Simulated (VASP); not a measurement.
# TiAl in VASP: further runs

The runs below take TiAl through single point, with PBE.

All numbers are computed with VASP 6.6.1; they aren't measurements. Logs are shortened: lines on timing, memory, paths and dates and some standing lists are left out, and cuts for length are marked.

## Step 1: The cell of the first run

It takes space group P-6m2 (No. 187, hexagonal). The conventional cell has a = 2.986 Å, b = 2.986 Å, c = 4.731 Å, α = 90.00°, β = 90.00°, γ = 120.00°. Ti (site symmetry -6m2) has 6 Al at 2.93 Å and 6 Ti at 2.99 Å within 3.9 Å. Al (site symmetry -6m2) has 6 Ti at 2.93 Å and 6 Al at 2.99 Å within 3.9 Å.

## Step 2: Single point, PBE (strained)

INCAR

```
ALGO = Normal ; EDIFF = 1E-7
ENCUT = 520 ; GGA = PE
ISIF = 2 ; ISMEAR = 0
LASPH = T ; LCHARG = F
LREAL = F ; LWAVE = F
NBANDS = 14 ; NELM = 80
PREC = Accurate ; SIGMA = 0.1
```

KPOINTS

```
k-points
0
Gamma
  18 18 10
```

POSCAR

```
TiAl
1.0
    2.9859668891      0.0000000000      0.0000000000
   -1.4929834445      2.5859231808      0.0000000000
    0.0000000000      0.0000000000      4.7314131462
Ti Al
1 1
Direct
    0.0000000000      0.0000000000      0.0000000000
    0.3333333333      0.6666666667      0.5000000000
```

Potentials or basis: VASP PAW PBE potentials, release 64 (Ti_sv, Al).

Run with:

```
> cat potpaw_PBE.64/Ti_sv/POTCAR potpaw_PBE.64/Al/POTCAR > POTCAR
> mpirun -np 1 vasp_std > vasp.out
```

OUTCAR:

```text
EDIFF = 1E-7
   ENCUT = 520
   GGA = PE
   ISIF = 2
   ISMEAR = 0
   LASPH = T
   LREAL = F
   NELM = 80
   PREC = Accurate

 ion  position               nearest neighbor table
   1  0.000  0.000  0.000-   2 2.93   2 2.93   2 2.93   2 2.93   2 2.93   2 2.93
   2  0.333  0.667  0.500-   1 2.93   1 2.93   1 2.93   1 2.93   1 2.93   1 2.93

  LATTYP: Found a hexagonal cell.
 ALAT       =     2.9859668891
 C/A-ratio  =     1.5845497696

  Lattice vectors:

 A1 = (   2.9859668891,   0.0000000000,   0.0000000000)
 A2 = (  -1.4929834445,   2.5859231808,   0.0000000000)
 A3 = (   0.0000000000,   0.0000000000,   4.7314131462)

Analysis of symmetry for initial positions (statically):
=====================================================================
 Subroutine PRICEL returns:
 Original cell was already a primitive cell.

 Routine SETGRP: Setting up the symmetry group for a
 hexagonal supercell.

 Subroutine GETGRP returns: Found 12 space group operations
 (whereof 12 operations were pure point group operations)
 out of a pool of 24 trial point group operations.

The static configuration has the point symmetry D_3h.

Analysis of symmetry for dynamics (positions and initial velocities):
=====================================================================
 Subroutine PRICEL returns:
 Original cell was already a primitive cell.

 Routine SETGRP: Setting up the symmetry group for a
 hexagonal supercell.

 Subroutine GETGRP returns: Found 12 space group operations
 (whereof 12 operations were pure point group operations)
 out of a pool of 24 trial point group operations.

The dynamic configuration has the point symmetry D_3h.

 Subroutine INISYM returns: Found 12 space group operations
 (whereof 12 operations are pure point group operations),
 and found     1 'primitive' translations

----------------------------------------------------------------------------------------

                                     Primitive cell

  volume of cell :      36.5335

  direct lattice vectors                    reciprocal lattice vectors
     2.985966889  0.000000000  0.000000000     0.334899896  0.193354545  0.000000000
    -1.492983445  2.585923181  0.000000000     0.000000000  0.386709090  0.000000000
     0.000000000  0.000000000  4.731413146     0.000000000  0.000000000  0.211353346

  length of vectors
     2.985966889  2.985966889  4.731413146     0.386709090  0.386709090  0.211353346

  position of ions in fractional coordinates (direct lattice)
     0.000000000  0.000000000  0.000000000
     0.333333333  0.666666667  0.500000000

  ion indices of the primitive-cell ions
   primitive index   ion index
                 1           1
                 2           2

----------------------------------------------------------------------------------------

 KPOINTS: k-points

Automatic generation of k-mesh.
 Grid dimensions read from file:
 generate k-points for:   18   18   10

 Generating k-lattice:

  Cartesian coordinates                     Fractional coordinates (reciprocal lattice)
     0.018605550  0.010741919  0.000000000     0.055555556 -0.000000000  0.000000000
     0.000000000  0.021483838  0.000000000     0.000000000  0.055555556  0.000000000
     0.000000000  0.000000000  0.021135335     0.000000000  0.000000000  0.100000000

  Length of vectors
     0.021483838  0.021483838  0.021135335

  Shift w.r.t. Gamma in fractional coordinates (k-lattice)
     0.000000000  0.000000000  0.000000000

 Subroutine IBZKPT returns following result:
 ===========================================

 Found    222 irreducible k-points:

 Following reciprocal coordinates:
            Coordinates               Weight
  0.000000  0.000000  0.000000      1.000000
  0.055556 -0.000000  0.000000      6.000000
  0.111111 -0.000000  0.000000      6.000000
  0.166667  0.000000  0.000000      6.000000
  0.222222  0.000000  0.000000      6.000000
  0.277778  0.000000  0.000000      6.000000
[... 16 lines left out ...]
  0.333333  0.111111  0.000000     12.000000
  0.388889  0.111111  0.000000     12.000000
 [... further k-points ...]
   k-points           NKPTS =    222   k-points in BZ     NKDIM =    222   number of bands    NBANDS=     14
   number of dos      NEDOS =    301   number of ions     NIONS =      2
   total plane-waves  NPLWV =  20736
   dimension x,y,z NGX =    24 NGY =   24 NGZ =   36
   dimension x,y,z NGXF=    48 NGYF=   48 NGZF=   72
   ions per type =               1   1
   NGX,Y,Z   is equivalent  to a cutoff of  13.36, 13.36, 12.65 a.u.
   NGXF,Y,Z  is equivalent  to a cutoff of  26.72, 26.72, 25.30 a.u.
 SYSTEM =  unknown system
   PREC   = accura    normal or accurate (medium, high low for compatibility)
   ISTART =      0    job   : 0-new  1-cont  2-samecut
   ICHARG =      2    charge: 1-file 2-atom 10-const
   ISPIN  =      1    spin polarized calculation?
   LNONCOLLINEAR =      F non collinear calculations
   LSORBIT =      F    spin-orbit coupling
   LASPH  =      T    aspherical Exc in radial PAW
   ENCUT  =  520.0 eV  38.22 Ry    6.18 a.u.   5.55  5.55  8.80*2*pi/ulx,y,z
   NELM   =     80;   NELMIN=  2; NELMDL= -5     # of ELM steps
   EDIFF  = 0.1E-06   stopping-criterion for ELM
   LREAL  =      F    real-space projection
   EDIFFG = 0.1E-05   stopping-criterion for IOM
   NSW    =      0    number of steps for IOM
   IBRION =     -1    ionic relax: 0-MD 1-quasi-New 2-CG
   NFREE  =      0    steps in history (QN), initial steepest desc. (CG)
   ISIF   =      2    stress and relaxation
   ISYM   =      2    0-nonsym 1-usesym 2-fastsym
   POTIM  = 0.5000    time-step for ionic-motion
   TEBEG  =    0.0;   TEEND  =   0.0 temperature during run
   PSTRESS=    0.0 pullay stress
   NELECT =      15.0000    total number of electrons
   NUPDOWN=      -1.0000    fix difference up-down
   EMIN   =  10.00;   EMAX   =-10.00  energy-range for DOS
   EFERMI =   0.00;   METHOD = LEGACY
   ISMEAR =     0;   SIGMA  =   0.10  broadening in eV -4-tet -1-fermi 0-gaus
   EFERMI_NEDOS =   21; number of points for ismear=-14 and -15
   IALGO  =     38    algorithm
   IMIX   =      4    mixing-type and parameters
     AMIX     =   0.40;   BMIX     =  1.00
     AMIX_MAG =   1.60;   BMIX_MAG =  1.00
  volume/ion in A,a.u.               =      18.27       123.27
  Fermi-wavevector in a.u.,A,eV,Ry     =   1.216769  2.299360 20.143786  1.480526
  Thomas-Fermi vector in A             =   2.352112
   LORBIT       =      0    0 simple, 1 ext, 2 COOP (PROOUT), +10 PAW based schemes
   GGA     = PE    functional components
   LHFCALC =     F    Hartree Fock is set to
   AEXX    =    0.0000 exact exchange contribution
   IVDW    =     0    specifies the selected vdW correction
   LEPSILON=     F    determine dielectric tensor
   LRPA    =     F    only Hartree local field effects (RPA)
 non-spin polarized calculation
 Gauss-broadening in eV      SIGMA  =   0.10
  energy-cutoff  :      520.00
  volume of cell :       36.53
 maximum number of plane-waves:      1014
 NGX is ok and might be reduce to    24
   NGX = 11   NGY = 11   NGZ = 17

 number of electron      15.0000000 magnetization

 Free energy of the ion-electron system (eV)
  ---------------------------------------------------
  ext. energy  EPLUGINS =         0.00000000
  ---------------------------------------------------
  free energy    TOTEN  =       -12.00708027 eV

  energy without entropy =      -11.99252284  energy(sigma->0) =      -11.99980155

 E-fermi :   6.9346     XC(G=0): -10.5495

 val. band max:        6.9323371710   @ k =   0.3333   0.0000   0.3000
 cond. band min:       6.9369465512   @ k =   0.3333   0.3333   0.5000
 fundamental gap:      0.0046093802
 Fermi energy:         6.9346031765

 k-point     1 :       0.0000    0.0000    0.0000
  band No.  band energies     occupation
      1     -49.8155      2.00000
      2     -26.1168      2.00000
      3     -25.8079      2.00000
      4     -25.8079      2.00000
      5      -1.4975      2.00000
      6       4.8677      2.00000
      7       5.3798      2.00000
      8       8.0747      0.00000
      9       8.0747      0.00000
     10       9.3210      0.00000
     11       9.3210      0.00000
     12      10.6870      0.00000
     13      18.6774      0.00000
     14      18.6774      0.00000

 k-point     2 :       0.0556   -0.0000    0.0000
  band No.  band energies     occupation
      1     -49.8138      2.00000
      2     -26.1150      2.00000
      3     -25.8198      2.00000
      4     -25.8106      2.00000
      5      -1.4268      2.00000
      6       4.9414      2.00000
      7       5.3878      2.00000
      8       8.0112      0.00000
      9       8.1279      0.00000
     10       9.3031      0.00000
     11       9.3457      0.00000
     12      10.7002      0.00000
     13      17.5150      0.00000
     14      17.9841      0.00000

 k-point     3 :       0.1111   -0.0000    0.0000
  band No.  band energies     occupation
      1     -49.8088      2.00000
      2     -26.1098      2.00000
      3     -25.8540      2.00000
      4     -25.8185      2.00000
      5      -1.2158      2.00000
      6       5.1539      2.00000
      7       5.4107      2.00000
      8       7.8351      0.00000
      9       8.2844      0.00000
     10       9.2521      0.00000
     11       9.4213      0.00000
     12      10.7369      0.00000
     13      15.8281      0.00000
     14      17.1179      0.00000
[... 324 lines left out ...]
 k-point    23 :       0.3333    0.1111    0.0000
  band No.  band energies     occupation
      1     -49.7627      2.00000
      2     -26.1407      2.00000
      3     -26.0616      2.00000
      4     -25.9137      2.00000
      5       1.9742      2.00000
      6       5.7030      2.00000
      7       5.7743      2.00000
      8       6.4901      2.00000
      9       8.4493      0.00000
     10       9.4795      0.00000
     11      10.5298      0.00000
     12      11.0151      0.00000
     13      11.8542      0.00000
     14      12.5854      0.00000

 k-point    24 :       0.3889    0.1111    0.0000
  band No.  band energies     occupation
      1     -49.7580      2.00000
      2     -26.1690      2.00000
      3     -26.0567      2.00000
      4     -25.9236      2.00000
      5       2.8799      2.00000
      6       4.9684      2.00000
      7       5.7471      2.00000
      8       6.2982      2.00000
      9       8.3502      0.00000
     10       9.6833      0.00000
     11      10.5066      0.00000
     12      11.3602      0.00000
     13      11.9956      0.00000
     14      12.7115      0.00000

 [... further k-points ...]

------------------------ aborting loop because EDIFF is reached ----------------------------------------

  FORCE on cell =-STRESS in cart. coord.  units (eV):
  Direction    XX          YY          ZZ          XY          YZ          ZX
  --------------------------------------------------------------------------------------
  -------------------------------------------------------------------------------------
  Total       -1.8353693     -1.8353693     -1.6856250     -0.0000000      0.0000000     -0.0000000
  in kB      -80.4901193    -80.4901193    -73.9230810     -0.0000000      0.0000000     -0.0000000
  external PRESSURE =     -78.3011065 kB  Pullay stress =       0.0000000 kB

 VOLUME and BASIS-vectors are now :
 -----------------------------------------------------------------------------
  energy-cutoff  :      520.00
  volume of cell :       36.53
      direct lattice vectors                 reciprocal lattice vectors
     2.985966889  0.000000000  0.000000000     0.334899896  0.193354545  0.000000000
    -1.492983445  2.585923181  0.000000000     0.000000000  0.386709090  0.000000000
     0.000000000  0.000000000  4.731413146     0.000000000  0.000000000  0.211353346

 POSITION                                       TOTAL-FORCE (eV/Angst)
 -----------------------------------------------------------------------------------
      0.00000      0.00000      0.00000        -0.000000      0.000000      0.000000
     -0.00000      1.72395      2.36571         0.000000      0.000000      0.000000
 -----------------------------------------------------------------------------------
    total drift:                                0.000000     -0.000000      0.000000

  FREE ENERGIE OF THE ION-ELECTRON SYSTEM (eV)
  ---------------------------------------------------
  free  energy   TOTEN  =       -12.0070802676 eV

  energy  without entropy=      -11.9925228398  energy(sigma->0) =      -11.99980155
```

Wall time 1.7 min (1 thread of Intel Xeon 8259CL, shared host); peak memory 0.25 GiB.

What came out:

| Quantity | Value |
| --- | --- |
| Free energy | -12.0071 eV |
| Pressure | -7.8 GPa |
| Band gap on the k mesh | zero (an odd number of electrons rules out a gap without spin polarisation) |

Stress tensor (GPa, compression positive):
```
-8.05  0.00  0.00
 0.00 -8.05  0.00
 0.00  0.00 -7.39
```

Caveat: the cell differs from its parent crystal (strained); the cell stands under tension.

## Step 3: Single point, PBE (strained and its atoms moved)

INCAR

```
ALGO = Fast ; EDIFF = 1E-7
ENCUT = 520 ; GGA = PE
ISIF = 2 ; ISMEAR = 0
LASPH = True ; LCHARG = False
LREAL = False ; LWAVE = False
NBANDS = 14 ; NELM = 80
PREC = Accurate ; SIGMA = 0.1
```

KPOINTS

```
k-points
0
Gamma
  14 14 8
```

POSCAR

```
TiAl
1.0
    3.0092777311     -0.0573452447      0.0184364962
   -1.5543013041      2.5774482990      0.0184188990
    0.0300800737      0.0520670638      4.9692936667
Ti Al
1 1
Direct
   -0.0120815654      0.0120815654      0.0000000000
    0.3454148954      0.6545851046      0.5000000000
```

Potentials or basis: VASP PAW PBE potentials, release 64 (Ti_sv, Al).

Run with:

```
> cat potpaw_PBE.64/Ti_sv/POTCAR potpaw_PBE.64/Al/POTCAR > POTCAR
> mpirun -np 1 vasp_std > vasp.out
```

OUTCAR:

```text
EDIFF = 1E-7
   ENCUT = 520
   GGA = PE
   ISIF = 2
   ISMEAR = 0
   LASPH = True
   LREAL = False
   NELM = 80
   PREC = Accurate

 ion  position               nearest neighbor table
   1  0.988  0.012  0.000-   2 2.95   2 2.95   2 3.01   2 3.01   2 3.12   2 3.12
   2  0.345  0.655  0.500-   1 2.95   1 2.95   1 3.01   1 3.01   1 3.12   1 3.12

  LATTYP: Found a base centered monoclinic cell.
 ALAT       =     2.9101948608
 B/A-ratio  =     1.8107282848
 C/A-ratio  =     2.0001783980
 COS(beta)  =    -0.5210962479

[... 599 lines left out ...]

  FORCE on cell =-STRESS in cart. coord.  units (eV):
  Direction    XX          YY          ZZ          XY          YZ          ZX
  --------------------------------------------------------------------------------------
  -------------------------------------------------------------------------------------
  Total       -2.4324476     -1.8881974     -3.2433922      0.4713470     -0.2582335     -0.1491124
  in kB     -102.3041788    -79.4140394   -136.4109875     19.8239687    -10.8608147     -6.2713865
  external PRESSURE =    -106.0430686 kB  Pullay stress =       0.0000000 kB

 VOLUME and BASIS-vectors are now :
 -----------------------------------------------------------------------------
  energy-cutoff  :      520.00
  volume of cell :       38.09
      direct lattice vectors                 reciprocal lattice vectors
     3.009277731 -0.057345245  0.018436496     0.336195122  0.202768425 -0.004159611
    -1.554301304  2.577448299  0.018418899     0.007505712  0.392536576 -0.004158337
     0.030080074  0.052067064  4.969293667    -0.001275132 -0.002207241  0.201266689

 POSITION                                       TOTAL-FORCE (eV/Angst)
 -----------------------------------------------------------------------------------
      2.95414     -0.02551      0.01844         0.179968     -0.103905      0.000001
      0.03707      1.69338      2.50307        -0.179968      0.103905     -0.000001
 -----------------------------------------------------------------------------------
    total drift:                                0.000097     -0.000045     -0.000008

  FREE ENERGIE OF THE ION-ELECTRON SYSTEM (eV)
  ---------------------------------------------------
  free  energy   TOTEN  =       -11.8679242613 eV

  energy  without entropy=      -11.8541817166  energy(sigma->0) =      -11.86105299
```

stdout:

```text
POSCAR found type information on POSCAR TiAl
 POSCAR found :  2 types and       2 ions
 scaLAPACK will be used
 LDA part: xc-table for (Slater+PW92), standard interpolation
 POSCAR, INCAR and KPOINTS ok, starting setup
 FFT: planning ... GRIDC
 FFT: planning ... GRID_SOFT
 FFT: planning ... GRID
 WAVECAR not read
 entering main loop
WARNING in EDDRMM: call to ZHEGV failed, returncode =   8  4      8
WARNING in EDDRMM: call to ZHEGV failed, returncode =   8  4      7
WARNING in EDDRMM: call to ZHEGV failed, returncode =   8  4     13
WARNING in EDDRMM: call to ZHEGV failed, returncode =   6  3      7
WARNING in EDDRMM: call to ZHEGV failed, returncode =   6  3      6
 num prob RMM:  25    -0.118679134388E+02   -0.37257E-05   -0.37910E-05 17744   0.229E-02    0.291E-03
 num prob  num prob  num prob WARNING in EDDRMM: call to ZHEGV failed, returncode =   8  4      2
WARNING in EDDRMM: call to ZHEGV failed, returncode =   6  3     11
 num prob RMM:  27    -0.118679184960E+02   -0.19887E-05   -0.20926E-05 15776   0.159E-02    0.957E-04
WARNING in EDDRMM: call to ZHEGV failed, returncode =   6  3      6
 num prob  num prob WARNING in EDDRMM: call to ZHEGV failed, returncode =   6  3      6
WARNING in EDDRMM: call to ZHEGV failed, returncode =   6  3      6
WARNING in EDDRMM: call to ZHEGV failed, returncode =   8  4     10
WARNING in EDDRMM: call to ZHEGV failed, returncode =   6  3     12
 num prob WARNING in EDDRMM: call to ZHEGV failed, returncode =   6  3     12
```

It took 6.5 min on 1 thread of Intel Xeon Platinum 8488C (Sapphire Rapids), shared host; peak memory 0.35 GiB.

What came out:

* Free energy: -11.8679 eV
* Pressure: -10.6 GPa
* Largest force: 0.208 eV/Å
* Band gap on the k mesh: zero (an odd number of electrons rules out a gap without spin polarisation)

Forces in eV/Å, atoms in the order of the input:
```
Ti   0.180 -0.104  0.000
Al  -0.180  0.104  0.000
```

Levels at points of the mesh, in eV from the Fermi level:
| k point | band 6 | band 7 | band 8 | band 9 | band 10 | band 11 |
| --- | --- | --- | --- | --- | --- | --- |
| (0.00, 0.00, 0.00) | -2.26 | -1.89 | 0.88 | 1.37 | 2.35 | 2.44 |
| (0.50, 0.00, 0.00) | -2.59 | -1.27 | -0.83 | 1.79 | 3.25 | 3.46 |
| (0.50, 0.50, 0.00) | -2.91 | -1.24 | -0.87 | 2.00 | 3.30 | 3.34 |
| (0.00, 0.00, 0.50) | -4.98 | -0.47 | 0.89 | 1.38 | 2.29 | 2.40 |
| (0.50, 0.00, 0.50) | -2.21 | -1.55 | 0.48 | 0.86 | 1.63 | 2.38 |
| (0.50, 0.50, 0.50) | -2.49 | -1.70 | 0.21 | 0.75 | 1.89 | 2.14 |

Caveat: the cell differs from its parent crystal (strained and its atoms moved); the stress differs along the axes, from -14 to -8 GPa.
